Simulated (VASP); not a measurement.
Write the native input for VASP 6.6.1 that does the following.

```yaml
Task: single point
Functional: PBE
Potentials_or_basis: VASP PAW PBE potentials, release 64 (Mg, O, N)
Cutoff: 520 eV
k_mesh: 9 × 9 × 1
Occupations: gaussian, width 0.05 eV
Spin: collinear spin, ferromagnetic start
Starting_moments: "[0.0, 0.0, 0.0, 0.0, 0.0, 0.0, 3.0] μB"
Dipole_correction: yes
Further_INCAR_settings: ALGO = Normal; EDIFF = 1e-06; NBANDS = 28
```

The structure of Mg3NO3 lies in POSCAR:

```
Mg3NO3
1.0
    3.0085896333      0.0000000000      0.0000000000
    0.0000000000      3.0085896333      0.0000000000
    0.0000000000      0.0000000000     19.7799623295
Mg O N
3 3 1
Direct
    0.5000000000      0.5000000000      0.2022248543
    0.0000000000      0.0000000000      0.3100331114
    0.5000000000      0.5000000000      0.4161289115
    0.0000000000      0.0000000000      0.2022248543
    0.5000000000      0.5000000000      0.3095409233
    0.0000000000      0.0000000000      0.4186035439
    0.0000000000      0.0000000000      0.4964978579
```

One way to write it, as run:

INCAR

```
SYSTEM = Mg3NO3
PREC     = Accurate       ! precision mode
ENCUT    = 520            ! plane-wave cutoff, eV
EDIFF    = 1E-6           ! SCF threshold, eV
ISMEAR   = 0              ! smearing method
SIGMA    = 0.05           ! smearing width, eV
LREAL    = .FALSE.        ! projectors in reciprocal space
LASPH    = .TRUE.         ! aspherical terms in the spheres
NELM     = 150            ! most SCF steps
ALGO     = Normal         ! electronic algorithm
ISIF     = 2              ! what is computed and relaxed
LWAVE    = .FALSE.        ! write WAVECAR
LCHARG   = .TRUE.         ! write CHGCAR
ISPIN    = 2              ! spin polarisation
MAGMOM   = 0 0 0 0 0 0 3  ! initial moments
LORBIT   = 11             ! projections on sites
LDIPOL   = .TRUE.       
IDIPOL   = 3            
DIPOL    = 0.5 0.5 0.336
GGA      = PE             ! functional
LELF     = .TRUE.         ! ELF
LVHAR    = .TRUE.       
LVACPOTAV= .TRUE.       
NBANDS   = 28             ! bands
```

KPOINTS

```
regular mesh
0
G
  9 9 1
  0 0 0
```

Potentials or basis: VASP PAW PBE potentials, release 64 (Mg, O, N).

Run with:

```bash
$ cat potpaw_PBE.64/Mg/POTCAR potpaw_PBE.64/O/POTCAR potpaw_PBE.64/N/POTCAR > POTCAR
$ mpirun -np 1 vasp_std > vasp.out
```

It gave:

* Largest force: 2.599 eV/Å
* Net moment: 1.08 μB per cell
* Site moments: Mg +0.00, -0.00 (each value once); O +0.00, +0.05 (each value once); N +0.74 μB
* Valence electrons inside the program's atomic spheres: Mg 0.35, 0.39, 0.34; O 5.03, 5.08, 5.06; N 3.41

Run time: 9.1 min on 1 thread of Intel Xeon 8259CL, on a shared host, peak memory 0.4 GiB.
